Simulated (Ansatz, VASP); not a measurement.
Ta: VASP beside Ansatz

```
CELL_PARAMETERS angstrom
-1.66482 1.65171 1.75486
1.66843 -1.53516 1.64192
1.68456 1.55489 -1.63831
ATOMIC_POSITIONS crystal
Ta 0.00000 0.00000 0.00000
```

Change from the starting cell: cell sheared at random, sigma 0.06, atoms nudged by 0.01 Å.

Alike in both runs: task single point; functional PBE; k mesh 14 × 14 × 14; occupations gaussian, width 0.15 eV; no spin polarisation.

```csv
,VASP,Ansatz
version,VASP 6.6.1,Ansatz 0.2.0
potentials or method,"VASP PAW PBE potentials, release 64 (Ta_pv), cutoff 520 eV","scalar-relativistic, plane waves, PAW"
valence electrons in the cell,11,13
```

|  | VASP | Ansatz | Ansatz less VASP |
| --- | --- | --- | --- |
| gap on the k mesh at the Fermi level (eV) | none | none | - |
| pressure (GPa) | 1.2 | 1.1 | -0.08 |
| traceless stress, the component that is largest in VASP (GPa) | -4.63 | -4.62 | +0.007 |

A gap of «none» marks a metal or a gap that the smearing closes. VASP's potentials hold 11 valence electrons a cell and Ansatz's 13, so a difference there can come from the potentials and not from the codes.

Neither program's run includes spin-orbit coupling.
